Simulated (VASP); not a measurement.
# CrB3S2 (P6/mmm) in VASP: notebook

CrB3S2 is run at these levels: PBE; tasks: single point.

Everything below comes from runs of VASP 6.6.1. Logs are shortened: lines on timing, memory, paths and dates and some standing lists are left out, and cuts for length are marked.

## 1. The cell of the first run

The structure is hexagonal, space group P6/mmm (No. 191). Conventional cell: a = 4.003 Å, b = 4.003 Å, c = 7.286 Å, α = 90.00°, β = 90.00°, γ = 120.00°. Within 2.7 Å of Cr (site symmetry 6/mmm) lie 6 B at 2.00 Å and 2 S at 2.19 Å. B (site symmetry mmm) has 4 B at 2.00 Å and 2 Cr at 2.00 Å within 2.7 Å. S (site symmetry 6mm) has 1 Cr at 2.19 Å and 1 S at 2.90 Å and 6 B at 2.97 Å within 3.0 Å.

The cell was generated, and may not be a known phase.

## 2. Single point, PBE

INCAR

```
ALGO = Normal ; EDIFF = 1E-7
ENCUT = 520 ; GGA = PE
ISIF = 2 ; ISMEAR = 0
LASPH = T ; LCHARG = F
LREAL = F ; LWAVE = F
NBANDS = 26 ; NELM = 80
PREC = Accurate ; SIGMA = 0.1
```

KPOINTS

```
k-points
0
Gamma
  12 12 6
```

POSCAR

```
CrB3S2
1.0
    4.0028749702      0.0000000000      0.0000000000
   -2.0014374851      3.4665914123      0.0000000000
    0.0000000000      0.0000000000      7.2863172830
Cr B S
1 3 2
Direct
    0.0000000000      0.0000000000      0.0000000000
    0.5000000000      0.0000000000      0.0000000000
    0.0000000000      0.5000000000      0.0000000000
    0.5000000000      0.5000000000      0.0000000000
    0.0000000000      0.0000000000      0.6993452533
    0.0000000000      0.0000000000      0.3006547467
```

Potentials or basis: VASP PAW PBE potentials, release 64 (Cr_pv, B, S).

On the command line:

```
$ cat potpaw_PBE.64/Cr_pv/POTCAR potpaw_PBE.64/B/POTCAR potpaw_PBE.64/S/POTCAR > POTCAR
$ mpirun -np 1 vasp_std > vasp.out
```

OUTCAR:

```text
EDIFF = 1E-7
   ENCUT = 520
   GGA = PE
   ISIF = 2
   ISMEAR = 0
   LASPH = T
   LREAL = F
   NELM = 80
   PREC = Accurate

 ion  position               nearest neighbor table
   1  0.000  0.000  0.000-   3 2.00   4 2.00   3 2.00   4 2.00   2 2.00   2 2.00   6 2.19   5 2.19

   2  0.500  0.000  0.000-   3 2.00   4 2.00   4 2.00   3 2.00   1 2.00   1 2.00
   3  0.000  0.500  0.000-   1 2.00   2 2.00   1 2.00   2 2.00   4 2.00   4 2.00
   4  0.500  0.500  0.000-   1 2.00   2 2.00   2 2.00   1 2.00   3 2.00   3 2.00
   5  0.000  0.000  0.699-   1 2.19
   6  0.000  0.000  0.301-   1 2.19

  LATTYP: Found a hexagonal cell.
 ALAT       =     4.0028749702
 C/A-ratio  =     1.8202710145

  Lattice vectors:

 A1 = (   4.0028749702,   0.0000000000,   0.0000000000)
 A2 = (  -2.0014374851,   3.4665914123,   0.0000000000)
 A3 = (   0.0000000000,   0.0000000000,   7.2863172830)

Analysis of symmetry for initial positions (statically):
=====================================================================
 Subroutine PRICEL returns:
 Original cell was already a primitive cell.

 Routine SETGRP: Setting up the symmetry group for a
 hexagonal supercell.

 Subroutine GETGRP returns: Found 24 space group operations
 (whereof 24 operations were pure point group operations)
 out of a pool of 24 trial point group operations.

The static configuration has the point symmetry D_6h.

Analysis of symmetry for dynamics (positions and initial velocities):
=====================================================================
 Subroutine PRICEL returns:
 Original cell was already a primitive cell.

 Routine SETGRP: Setting up the symmetry group for a
 hexagonal supercell.

 Subroutine GETGRP returns: Found 24 space group operations
 (whereof 24 operations were pure point group operations)
 out of a pool of 24 trial point group operations.

The dynamic configuration has the point symmetry D_6h.

 Subroutine INISYM returns: Found 24 space group operations
 (whereof 24 operations are pure point group operations),
 and found     1 'primitive' translations

----------------------------------------------------------------------------------------

                                     Primitive cell

  volume of cell :     101.1074

  direct lattice vectors                    reciprocal lattice vectors
[... 92 lines left out ...]
   LASPH  =      T    aspherical Exc in radial PAW
   ENCUT  =  520.0 eV  38.22 Ry    6.18 a.u.   7.44  7.44 13.55*2*pi/ulx,y,z
   NELM   =     80;   NELMIN=  2; NELMDL= -5     # of ELM steps
   EDIFF  = 0.1E-06   stopping-criterion for ELM
   LREAL  =      F    real-space projection
   EDIFFG = 0.1E-05   stopping-criterion for IOM
   NSW    =      0    number of steps for IOM
   IBRION =     -1    ionic relax: 0-MD 1-quasi-New 2-CG
   NFREE  =      0    steps in history (QN), initial steepest desc. (CG)
   ISIF   =      2    stress and relaxation
   ISYM   =      2    0-nonsym 1-usesym 2-fastsym
   POTIM  = 0.5000    time-step for ionic-motion
   TEBEG  =    0.0;   TEEND  =   0.0 temperature during run
   PSTRESS=    0.0 pullay stress
   NELECT =      33.0000    total number of electrons
   NUPDOWN=      -1.0000    fix difference up-down
   EMIN   =  10.00;   EMAX   =-10.00  energy-range for DOS
   EFERMI =   0.00;   METHOD = LEGACY
   ISMEAR =     0;   SIGMA  =   0.10  broadening in eV -4-tet -1-fermi 0-gaus
   EFERMI_NEDOS =   21; number of points for ismear=-14 and -15
   IALGO  =     38    algorithm
   IMIX   =      4    mixing-type and parameters
     AMIX     =   0.40;   BMIX     =  1.00
     AMIX_MAG =   1.60;   BMIX_MAG =  1.00
  volume/ion in A,a.u.               =      16.85       113.72
  Fermi-wavevector in a.u.,A,eV,Ry     =   1.127159  2.130022 17.286034  1.270488
  Thomas-Fermi vector in A             =   2.263844
   LORBIT       =      0    0 simple, 1 ext, 2 COOP (PROOUT), +10 PAW based schemes
   GGA     = PE    functional components
   LHFCALC =     F    Hartree Fock is set to
   AEXX    =    0.0000 exact exchange contribution
   IVDW    =     0    specifies the selected vdW correction
   LEPSILON=     F    determine dielectric tensor
   LRPA    =     F    only Hartree local field effects (RPA)
 non-spin polarized calculation
 Gauss-broadening in eV      SIGMA  =   0.10
  energy-cutoff  :      520.00
  volume of cell :      101.11
 maximum number of plane-waves:      2751
 NGX is ok and might be reduce to    30
   NGX = 15   NGY = 15   NGZ = 27

 number of electron      33.0000003 magnetization

 Free energy of the ion-electron system (eV)
  ---------------------------------------------------
  ext. energy  EPLUGINS =         0.00000000
  ---------------------------------------------------
  free energy    TOTEN  =       -34.25276837 eV

  energy without entropy =      -34.23421946  energy(sigma->0) =      -34.24349392

 E-fermi :   2.8349     XC(G=0):  -9.0974

 val. band max:        2.8321436425   @ k =   0.2500   0.1667   0.3333
 cond. band min:       2.8425747706   @ k =   0.4167  -0.0000   0.5000
 fundamental gap:      0.0104311281
 Fermi energy:         2.8349285500

 k-point     1 :       0.0000    0.0000    0.0000
  band No.  band energies     occupation
      1     -40.5525      2.00000
      2     -40.2308      2.00000
      3     -40.2308      2.00000
      4     -10.4041      2.00000
      5      -9.0359      2.00000
      6      -8.0033      2.00000
[... 685 lines left out ...]
     25       8.8082      0.00000
     26      10.1371      0.00000

 [... further k-points ...]
[... 5 lines left out ...]
  --------------------------------------------------------------------------------------
  -------------------------------------------------------------------------------------
  Total       -0.0705345     -0.0705345     -0.1536724      0.0000000     -0.0000000      0.0000000
  in kB       -1.1177103     -1.1177103     -2.4351383      0.0000000     -0.0000000      0.0000000
  external PRESSURE =      -1.5568530 kB  Pullay stress =       0.0000000 kB

 VOLUME and BASIS-vectors are now :
 -----------------------------------------------------------------------------
  energy-cutoff  :      520.00
  volume of cell :      101.11
      direct lattice vectors                 reciprocal lattice vectors
     4.002874970  0.000000000  0.000000000     0.249820443  0.144233900  0.000000000
    -2.001437485  3.466591412  0.000000000     0.000000000  0.288467801  0.000000000
     0.000000000  0.000000000  7.286317283     0.000000000  0.000000000  0.137243543

 POSITION                                       TOTAL-FORCE (eV/Angst)
 -----------------------------------------------------------------------------------
      0.00000      0.00000      0.00000        -0.000000     -0.000000      0.000000
      2.00144      0.00000      0.00000        -0.000000     -0.000000      0.000000
     -1.00072      1.73330      0.00000        -0.000000     -0.000000      0.000000
      1.00072      1.73330      0.00000        -0.000000     -0.000000      0.000000
      0.00000      0.00000      5.09565        -0.000000     -0.000000      0.034354
      0.00000      0.00000      2.19067         0.000000      0.000000     -0.034354
 -----------------------------------------------------------------------------------
    total drift:                               -0.000000     -0.000000      0.000000

  FREE ENERGIE OF THE ION-ELECTRON SYSTEM (eV)
  ---------------------------------------------------
  free  energy   TOTEN  =       -34.2527683696 eV

  energy  without entropy=      -34.2342194622  energy(sigma->0) =      -34.24349392
```

stdout:

```text
POSCAR found type information on POSCAR CrB S
 POSCAR found :  3 types and       6 ions
 scaLAPACK will be used
 LDA part: xc-table for (Slater+PW92), standard interpolation
 POSCAR, INCAR and KPOINTS ok, starting setup
 FFT: planning ... GRIDC
 FFT: planning ... GRID_SOFT
 FFT: planning ... GRID
 WAVECAR not read
 entering main loop
```

Wall time 7.8 min (1 thread of Intel Xeon Platinum 8259CL at 2.50GHz (Skylake/Cascade Lake), shared host); peak memory 0.33 GiB.

Results:

```yaml
Free_energy: -34.2528 eV
Pressure: -0.2 GPa
Largest_force: 0.034 eV/Å
Band_gap_on_the_k_mesh: zero (an odd number of electrons rules out a gap without spin polarisation)
```

Forces in eV/Å, atoms in the order of the input:
```
Cr   0.000  0.000  0.000
B    0.000  0.000  0.000
B    0.000  0.000  0.000
B    0.000  0.000  0.000
S    0.000  0.000  0.034
S    0.000  0.000 -0.034
```

Stress tensor (GPa, compression positive):
```
-0.11  0.00  0.00
 0.00 -0.11  0.00
 0.00  0.00 -0.24
```

Levels at points of the mesh, in eV from the Fermi level:
```csv
k point,band 13,band 14,band 15,band 16,band 17,band 18,band 19,band 20
"(0.00, 0.00, 0.00)",-2.80,-2.13,-2.13,-0.11,-0.11,1.06,1.14,1.14
"(0.50, 0.00, 0.00)",-2.70,-2.32,-1.27,-0.52,0.20,0.94,1.38,1.73
"(0.00, 0.00, 0.50)",-2.68,-2.27,-2.27,-0.42,0.31,0.31,0.76,0.76
"(0.50, 0.00, 0.50)",-2.84,-2.58,-1.62,-0.56,-0.01,0.50,1.25,1.41
```

Caveat: this functional lacks dispersion, which binds layers or chains, so the pressure and a relaxed spacing across them are unreliable; an odd number of electrons without spin polarisation forces a metal; a magnetic or distorted state may lie lower; the run has no spin polarisation, though such a crystal can be magnetic. Spin polarisation is off, so any magnetic state and its effect on volume and gap are missing.

## 3. Single point, PBE, collinear spin, ferromagnetic start

This run uses another cell than the first one, of 13.22 Å³/atom.

INCAR

```
SYSTEM = CrB3S2
PREC = Accurate ; ENCUT = 520
EDIFF = 1E-7 ; ISMEAR = 0
SIGMA = 0.1 ; LREAL = .FALSE.
LASPH = .TRUE. ; NELM = 150
ALGO = Normal ; ISIF = 2
LWAVE = .FALSE. ; LCHARG = .TRUE.
ISPIN = 2 ; MAGMOM = 3 0 0 0 0 0
LORBIT = 11 ; LMAXMIX = 4
GGA = PE ; LELF = .TRUE.
LVHAR = .TRUE. ; NBANDS = 30
```

KPOINTS

```
regular mesh
0
G
  6 6 4
  0 0 0
```

POSCAR

```
CrB3S2
1.0
    3.7285044200      0.0000000000      0.0000000000
   -1.8642522100      3.2289795500      0.0000000000
    0.0000000000      0.0000000000      6.5884165000
Cr B S
1 3 2
Direct
    0.0000000000      0.0000000000      0.0000000000
    0.5000000000      0.0000000000      0.0000000000
    0.0000000000      0.5000000000      0.0000000000
    0.5000000000      0.5000000000      0.0000000000
    0.0000000000      0.0000000000      0.7254274200
    0.0000000000      0.0000000000      0.2745725800
```

Potentials or basis: VASP PAW PBE potentials, release 64 (Cr_pv, B, S).

On the command line:

```
$ cat potpaw_PBE.64/Cr_pv/POTCAR potpaw_PBE.64/B/POTCAR potpaw_PBE.64/S/POTCAR > POTCAR
$ mpirun -np 1 vasp_std > vasp.out
```

Wall time 2.7 min (1 thread of Intel Xeon Platinum 8259CL at 2.50GHz (Skylake/Cascade Lake), shared host); peak memory 0.26 GiB.

The run converged. Its results:

| Item | Value |
| --- | --- |
| Free energy | -29.0686 eV |
| Pressure | 56.7 GPa |
| Largest force | 12.932 eV/Å |
| Net moment | 0.00 μB per cell |
| Valence electrons inside the program's atomic spheres | Cr 13.27; B 1.97; S 3.74 |

Forces on the atoms (eV/Å):
```
Cr    0.000   0.000   0.000
B     0.000   0.000   0.000
B     0.000   0.000   0.000
B     0.000   0.000   0.000
S     0.000   0.000 -12.932
S     0.000   0.000  12.932
```

Stress tensor (GPa, compression positive):
```
36.41  0.00  0.00
 0.00 36.41  0.00
 0.00  0.00 97.16
```

Levels at points of the mesh, in eV from the Fermi level:
Spin up:
```
           k point  band 13  band 14  band 15  band 16  band 17  band 18  band 19  band 20
(0.00, 0.00, 0.00)    -4.36    -4.36    -4.01    -0.02    -0.02     0.87     1.66     1.66
(0.50, 0.00, 0.00)    -4.22    -3.47    -1.84    -0.37     0.29     0.94     1.36     1.39
(0.00, 0.00, 0.50)    -4.56    -4.29    -4.29    -0.59     0.33     0.33     1.20     1.20
(0.50, 0.00, 0.50)    -4.22    -3.81    -2.80    -0.75     0.06     0.33     0.81     1.42
```
Spin down:
| k point | band 12 | band 13 | band 14 | band 15 | band 16 | band 17 | band 18 | band 19 | band 20 | band 21 |
| --- | --- | --- | --- | --- | --- | --- | --- | --- | --- | --- |
| (0.00, 0.00, 0.00) | -4.83 | -4.36 | -4.36 | -4.00 | -0.02 | -0.02 | 0.87 | 1.66 | 1.66 | 3.19 |
| (0.50, 0.00, 0.00) | -5.33 | -4.22 | -3.47 | -1.84 | -0.37 | 0.29 | 0.94 | 1.36 | 1.39 | 2.67 |
| (0.00, 0.00, 0.50) | -4.89 | -4.56 | -4.29 | -4.29 | -0.59 | 0.33 | 0.33 | 1.20 | 1.20 | 3.15 |
| (0.50, 0.00, 0.50) | -4.23 | -4.22 | -3.81 | -2.80 | -0.75 | 0.06 | 0.33 | 0.81 | 1.42 | 2.54 |

Caveat: the stress differs along the axes, from 36 to 97 GPa; the moments typed at the start vanished in this run; this functional lacks dispersion, which binds layers or chains, so the pressure and a relaxed spacing across them are unreliable; forces of over 1 eV/Å act on the atoms, so gaps and moduli don't describe the material at rest. With open d or f shells a metallic result of PBE can be an artefact of self-interaction; +U or a hybrid may open a gap.

The gap in the log of VASP goes by the Fermi energy; the results here count the filled bands.